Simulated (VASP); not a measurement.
# Os in VASP: notebook

Runs on Os. Level: r2SCAN. Tasks: single point.

All numbers are computed with VASP 6.6.1; they aren't measurements. Logs are shortened: lines on timing, memory, paths and dates and some standing lists are left out, and cuts for length are marked.

### Step 1. The cell of the first run

The structure is cubic, space group Fm-3m (No. 225). Conventional cell: a = 3.948 Å, b = 3.948 Å, c = 3.948 Å, α = 90.00°, β = 90.00°, γ = 90.00°. Os (site symmetry m-3m) has 12 Os at 2.79 Å within 3.7 Å.

This isn't the form of Os at room conditions, which is hcp.

### Step 2. Single point, r2SCAN (strain +0.015 along x and y, +0.015 along z)

The input, POSCAR:

```
Os
1.0
    0.0000000000      1.9741750000      1.9741750000
    1.9741750000      0.0000000000      1.9741750000
    1.9741750000      1.9741750000      0.0000000000
Os
1
Direct
    0.0000000000      0.0000000000      0.0000000000
```

The input, INCAR.step1:

```
PREC = Accurate
ENCUT = 520
ISMEAR = 0
SIGMA = 0.15
LREAL = False
LASPH = True
NELM = 80
NBANDS = 10
GGA = PE
ALGO = Normal
EDIFF = 1E-4
LWAVE = True
LCHARG = False
```

The input, INCAR.step2:

```
PREC = Accurate
ENCUT = 520
EDIFF = 1E-7
ISMEAR = 0
SIGMA = 0.15
LREAL = False
LASPH = True
NELM = 80
ALGO = Normal
ISIF = 2
LWAVE = False
LCHARG = True
METAGGA = R2SCAN
LMIXTAU = True
LELF = True
LVHAR = True
NBANDS = 10
ISTART = 1
```

The input, KPOINTS:

```
regular mesh
0
Gamma
  20 20 20
```

Potentials or basis: VASP PAW PBE potentials, release 64 (Os).

Started as:

```sh
$ cat potpaw_PBE.64/Os/POTCAR > POTCAR
$ cp INCAR.step1 INCAR
$ mpirun -np 1 vasp_std > vasp.out
$ cp INCAR.step2 INCAR
$ mpirun -np 1 vasp_std > vasp.out
```

OUTCAR:

```text
PREC = Accurate
   ENCUT = 520
   EDIFF = 1E-7
   ISMEAR = 0
   LREAL = False
   LASPH = True
   NELM = 80
   ISIF = 2
   METAGGA = R2SCAN
   ISTART = 1

 ion  position               nearest neighbor table
   1  0.000  0.000  0.000-

  LATTYP: Found a face centered cubic cell.
 ALAT       =     3.9483500000

  Lattice vectors:

 A1 = (   0.0000000000,   1.9741750000,   1.9741750000)
 A2 = (   1.9741750000,   0.0000000000,   1.9741750000)
 A3 = (   1.9741750000,   1.9741750000,   0.0000000000)

Analysis of symmetry for initial positions (statically):
=====================================================================
 Subroutine PRICEL returns:
 Original cell was already a primitive cell.

 Routine SETGRP: Setting up the symmetry group for a
 face centered cubic supercell.

 Subroutine GETGRP returns: Found 48 space group operations
 (whereof 48 operations were pure point group operations)
 out of a pool of 48 trial point group operations.

The static configuration has the point symmetry O_h .

Analysis of symmetry for dynamics (positions and initial velocities):
=====================================================================
 Subroutine PRICEL returns:
 Original cell was already a primitive cell.

 Routine SETGRP: Setting up the symmetry group for a
 face centered cubic supercell.

 Subroutine GETGRP returns: Found 48 space group operations
 (whereof 48 operations were pure point group operations)
 out of a pool of 48 trial point group operations.

The dynamic configuration has the point symmetry O_h .

 Subroutine INISYM returns: Found 48 space group operations
 (whereof 48 operations are pure point group operations),
 and found     1 'primitive' translations

----------------------------------------------------------------------------------------

                                     Primitive cell

  volume of cell :      15.3882

  direct lattice vectors                    reciprocal lattice vectors
     0.000000000  1.974175000  1.974175000    -0.253270353  0.253270353  0.253270353
     1.974175000  0.000000000  1.974175000     0.253270353 -0.253270353  0.253270353
     1.974175000  1.974175000  0.000000000     0.253270353  0.253270353 -0.253270353

  length of vectors
     2.791905059  2.791905059  2.791905059     0.438677120  0.438677120  0.438677120

  position of ions in fractional coordinates (direct lattice)
     0.000000000  0.000000000  0.000000000

  ion indices of the primitive-cell ions
   primitive index   ion index
                 1           1

----------------------------------------------------------------------------------------

 KPOINTS: regular mesh

Automatic generation of k-mesh.
 Grid dimensions read from file:
 generate k-points for:   20   20   20

 Generating k-lattice:

  Cartesian coordinates                     Fractional coordinates (reciprocal lattice)
    -0.012663518  0.012663518  0.012663518     0.050000000  0.000000000  0.000000000
     0.012663518 -0.012663518  0.012663518     0.000000000  0.050000000  0.000000000
     0.012663518  0.012663518 -0.012663518     0.000000000  0.000000000  0.050000000

  Length of vectors
     0.021933856  0.021933856  0.021933856

  Shift w.r.t. Gamma in fractional coordinates (k-lattice)
     0.000000000  0.000000000  0.000000000

 Subroutine IBZKPT returns following result:
 ===========================================

 Found    256 irreducible k-points:

 Following reciprocal coordinates:
            Coordinates               Weight
  0.000000  0.000000  0.000000      1.000000
  0.050000  0.000000  0.000000      8.000000
  0.100000  0.000000  0.000000      8.000000
  0.150000  0.000000  0.000000      8.000000
  0.200000  0.000000  0.000000      8.000000
  0.250000  0.000000  0.000000      8.000000
[... 16 lines left out ...]
 -0.400000  0.050000  0.000000     24.000000
 -0.350000  0.050000  0.000000     24.000000
 [... further k-points ...]
   k-points           NKPTS =    256   k-points in BZ     NKDIM =    256   number of bands    NBANDS=     10
   number of dos      NEDOS =    301   number of ions     NIONS =      1
   total plane-waves  NPLWV =  13824
   dimension x,y,z NGX =    24 NGY =   24 NGZ =   24
   dimension x,y,z NGXF=    48 NGYF=   48 NGZF=   48
   ions per type =               1
   NGX,Y,Z   is equivalent  to a cutoff of  14.29, 14.29, 14.29 a.u.
   NGXF,Y,Z  is equivalent  to a cutoff of  28.58, 28.58, 28.58 a.u.
 SYSTEM =  unknown system
   PREC   = accura    normal or accurate (medium, high low for compatibility)
   ISTART =      1    job   : 0-new  1-cont  2-samecut
   ICHARG =      0    charge: 1-file 2-atom 10-const
   ISPIN  =      1    spin polarized calculation?
   LNONCOLLINEAR =      F non collinear calculations
   LSORBIT =      F    spin-orbit coupling
   LASPH  =      T    aspherical Exc in radial PAW
   ENCUT  =  520.0 eV  38.22 Ry    6.18 a.u.   5.19  5.19  5.19*2*pi/ulx,y,z
   NELM   =     80;   NELMIN=  2; NELMDL=  0     # of ELM steps
   EDIFF  = 0.1E-06   stopping-criterion for ELM
   LREAL  =      F    real-space projection
   EDIFFG = 0.1E-05   stopping-criterion for IOM
   NSW    =      0    number of steps for IOM
   IBRION =     -1    ionic relax: 0-MD 1-quasi-New 2-CG
   NFREE  =      0    steps in history (QN), initial steepest desc. (CG)
   ISIF   =      2    stress and relaxation
   ISYM   =      2    0-nonsym 1-usesym 2-fastsym
   POTIM  = 0.5000    time-step for ionic-motion
   TEBEG  =    0.0;   TEEND  =   0.0 temperature during run
   PSTRESS=    0.0 pullay stress
   NELECT =       8.0000    total number of electrons
   NUPDOWN=      -1.0000    fix difference up-down
   EMIN   =  10.00;   EMAX   =-10.00  energy-range for DOS
   EFERMI =   0.00;   METHOD = LEGACY
   ISMEAR =     0;   SIGMA  =   0.15  broadening in eV -4-tet -1-fermi 0-gaus
   EFERMI_NEDOS =   21; number of points for ismear=-14 and -15
   IALGO  =     38    algorithm
   IMIX   =      4    mixing-type and parameters
     AMIX     =   0.40;   BMIX     =  1.00
     AMIX_MAG =   1.60;   BMIX_MAG =  1.00
  volume/ion in A,a.u.               =      15.39       103.84
  Fermi-wavevector in a.u.,A,eV,Ry     =   1.316364  2.487566 23.576352  1.732813
  Thomas-Fermi vector in A             =   2.446481
   LORBIT       =      0    0 simple, 1 ext, 2 COOP (PROOUT), +10 PAW based schemes
   METAGGA = R2SCAN    functional components
   LHFCALC =     F    Hartree Fock is set to
   AEXX    =    0.0000 exact exchange contribution
   IVDW    =     0    specifies the selected vdW correction
   LEPSILON=     F    determine dielectric tensor
   LRPA    =     F    only Hartree local field effects (RPA)
 non-spin polarized calculation
 Gauss-broadening in eV      SIGMA  =   0.15
  energy-cutoff  :      520.00
  volume of cell :       15.39
 maximum number of plane-waves:       428
 NGX is ok and might be reduce to    24
   NGX = 11   NGY = 11   NGZ = 11

 number of electron       8.0000001 magnetization

 Free energy of the ion-electron system (eV)
  ---------------------------------------------------
  ext. energy  EPLUGINS =         0.00000000
  ---------------------------------------------------
  free energy    TOTEN  =       -52.72436704 eV

  energy without entropy =      -52.71205084  energy(sigma->0) =      -52.71820894

 E-fermi :   7.7815     XC(G=0): -14.7612

 val. band max:        7.7794057504   @ k =  -0.2500   0.2000   0.0500
 cond. band min:       7.7845930753   @ k =  -0.3500   0.4500   0.1500
 fundamental gap:      0.0051873249
 Fermi energy:         7.7815201286

 k-point     1 :       0.0000    0.0000    0.0000
  band No.  band energies     occupation
      1      -2.6826      2.00000
      2       5.0547      2.00000
      3       5.0547      2.00000
      4       5.0547      2.00000
      5       7.7602      1.15935
      6       7.7602      1.15935
      7      22.7332      0.00000
      8      28.3202      0.00000
      9      28.3202      0.00000
     10      28.3202      0.00000

 k-point     2 :       0.0500    0.0000    0.0000
  band No.  band energies     occupation
      1      -2.5716      2.00000
      2       4.9890      2.00000
      3       5.1043      2.00000
      4       5.1043      2.00000
      5       7.7264      1.39691
      6       7.7264      1.39691
      7      22.9333      0.00000
      8      27.7090      0.00000
      9      28.5086      0.00000
     10      28.5086      0.00000

 k-point     3 :       0.1000    0.0000    0.0000
  band No.  band energies     occupation
      1      -2.2469      2.00000
      2       4.8136      2.00000
      3       5.2377      2.00000
      4       5.2377      2.00000
      5       7.6469      1.79566
      6       7.6469      1.79566
      7      23.4937      0.00000
      8      26.4520      0.00000
      9      29.0602      0.00000
     10      29.0602      0.00000

 k-point     4 :       0.1500    0.0000    0.0000
  band No.  band energies     occupation
      1      -1.7373      2.00000
      2       4.5894      2.00000
      3       5.4029      2.00000
      4       5.4029      2.00000
      5       7.5901      1.92881
      6       7.5901      1.92881
      7      24.2465      0.00000
      8      25.1197      0.00000
      9      29.9347      0.00000
     10      29.9347      0.00000
[... 222 lines left out ...]
 k-point    22 :      -0.4500    0.0500    0.0000
  band No.  band energies     occupation
      1       0.6716      2.00000
      2       4.8323      2.00000
      3       4.9923      2.00000
      4       7.0879      2.00000
      5       9.7673      0.00000
      6      10.3355      0.00000
      7      16.2207      0.00000
      8      22.5712      0.00000
      9      27.8744      0.00000
     10      28.4217      0.00000

 k-point    23 :      -0.4000    0.0500    0.0000
  band No.  band energies     occupation
      1       0.6574      2.00000
      2       4.9267      2.00000
      3       5.0609      2.00000
      4       6.4053      2.00000
      5       9.3683      0.00000
      6      10.0584      0.00000
      7      17.3081      0.00000
      8      22.9072      0.00000
      9      28.2356      0.00000
     10      29.3398      0.00000

 k-point    24 :      -0.3500    0.0500    0.0000
  band No.  band energies     occupation
      1       0.5759      2.00000
      2       5.0762      2.00000
      3       5.1907      2.00000
      4       5.5102      2.00000
      5       8.8249      0.00000
      6       9.5978      0.00000
      7      18.8349      0.00000
      8      23.5456      0.00000
      9      29.0371      0.00000
     10      30.7282      0.00000

 [... further k-points ...]

------------------------ aborting loop because EDIFF is reached ----------------------------------------

  FORCE on cell =-STRESS in cart. coord.  units (eV):
  Direction    XX          YY          ZZ          XY          YZ          ZX
  --------------------------------------------------------------------------------------
  -------------------------------------------------------------------------------------
  Total       -2.8844497     -2.8844497     -2.8844497      0.0000000      0.0000000     -0.0000000
  in kB     -300.3216263   -300.3216263   -300.3216263      0.0000000      0.0000000     -0.0000000
  external PRESSURE =    -300.3216263 kB  Pullay stress =       0.0000000 kB

 VOLUME and BASIS-vectors are now :
 -----------------------------------------------------------------------------
  energy-cutoff  :      520.00
  volume of cell :       15.39
      direct lattice vectors                 reciprocal lattice vectors
     0.000000000  1.974175000  1.974175000    -0.253270353  0.253270353  0.253270353
     1.974175000  0.000000000  1.974175000     0.253270353 -0.253270353  0.253270353
     1.974175000  1.974175000  0.000000000     0.253270353  0.253270353 -0.253270353

 POSITION                                       TOTAL-FORCE (eV/Angst)
 -----------------------------------------------------------------------------------
      0.00000      0.00000      0.00000         0.000000      0.000000     -0.000000
 -----------------------------------------------------------------------------------
    total drift:                                0.000000      0.000000     -0.000000

  FREE ENERGIE OF THE ION-ELECTRON SYSTEM (eV)
  ---------------------------------------------------
  free  energy   TOTEN  =       -52.7243670402 eV

  energy  without entropy=      -52.7120508404  energy(sigma->0) =      -52.71820894
```

Run time: 99 s. Hardware: 1 thread of Intel Xeon 6975P-C (Granite Rapids), shared host; peak memory 0.17 GiB.

Results:

```yaml
Free_energy: -52.7244 eV
Pressure: -30.0 GPa
Band_gap_on_the_k_mesh: zero (bands 4 and 5 overlap by 3.60 eV)
```

Levels at points of the mesh, in eV from the Fermi level:
```
           k point  band 2  band 3  band 4  band 5  band 6  band 7
(0.00, 0.00, 0.00)   -2.73   -2.73   -2.73   -0.02   -0.02   14.95
(0.50, 0.00, 0.00)   -2.88   -2.88   -0.21    2.15    2.15    8.25
(0.50, 0.50, 0.00)   -6.30    2.08    2.19    2.77    2.77   11.38
```

Caveat: the cell differs from its parent crystal (strain +0.015 along x and y, +0.015 along z); the cell stands under tension; the PAW data sets were made with another functional, which shifts forces and pressure a little; spin-orbit coupling is left out, which moves the levels of the heavy elements.

(Continued in part 2 of 2.)
